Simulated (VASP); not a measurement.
A run of VASP 6.6.1:

File POSCAR:

```
TaN
1.0
    5.1960000000      0.0000000000      0.0000000000
   -2.5980000000      4.4998679981      0.0000000000
    0.0000000000      0.0000000000      2.9110000000
Ta N
3 3
Direct
    0.0000000000      0.0000000000      0.0000000000
    0.6666666667      0.3333333333      0.5000000000
    0.3333333333      0.6666666667      0.5000000000
    0.0000000000      0.3928500000      0.0000000000
    0.6071500000      0.6071500000      0.0000000000
    0.3928500000      0.0000000000      0.0000000000
```

INCAR.step1

```
  ALGO = Normal
  EDIFF = 1E-4
  ENCUT = 520
  GGA = PE
  ISMEAR = -1
  LASPH = T
  LCHARG = F
  LDAU = T
  LDAUJ = 0 0
  LDAUL = 2 -1
  LDAUTYPE = 2
  LDAUU = 7 0
  LMAXMIX = 4
  LREAL = F
  LWAVE = T
  NBANDS = 33
  NELM = 150
  PREC = Accurate
  SIGMA = 0.05
```

The input INCAR.step2:

```
  ALGO = Normal
  EDIFF = 1E-6
  ENCUT = 520
  ISIF = 2
  ISMEAR = -1
  ISTART = 1
  LASPH = T
  LCHARG = T
  LDAU = T
  LDAUJ = 0 0
  LDAUL = 2 -1
  LDAUPRINT = 1
  LDAUTYPE = 2
  LDAUU = 7 0
  LELF = T
  LMAXMIX = 4
  LMIXTAU = T
  LREAL = F
  LVHAR = T
  LWAVE = F
  METAGGA = R2SCAN
  NBANDS = 33
  NELM = 150
  PREC = Accurate
  SIGMA = 0.05
```

File KPOINTS:

```
k-points
0
Gamma
  5 5 8
```

Potentials or basis: VASP PAW PBE potentials, release 64 (Ta_pv, N).

Command:

```console
$ cat potpaw_PBE.64/Ta_pv/POTCAR potpaw_PBE.64/N/POTCAR > POTCAR
$ cp INCAR.step1 INCAR
$ mpirun -np 1 vasp_std > vasp.out
$ cp INCAR.step2 INCAR
$ mpirun -np 1 vasp_std > vasp.out
```

Hardware: 1 thread of Intel(R) Xeon(R) 6975P-C (Granite Rapids), on a shared host.

Question: How long does it take, and how much memory?

Answer: Wall time 100 s on 1 thread of Intel(R) Xeon(R) 6975P-C (Granite Rapids) (shared host), peak memory 0.22 GiB. Counts: k points 25.
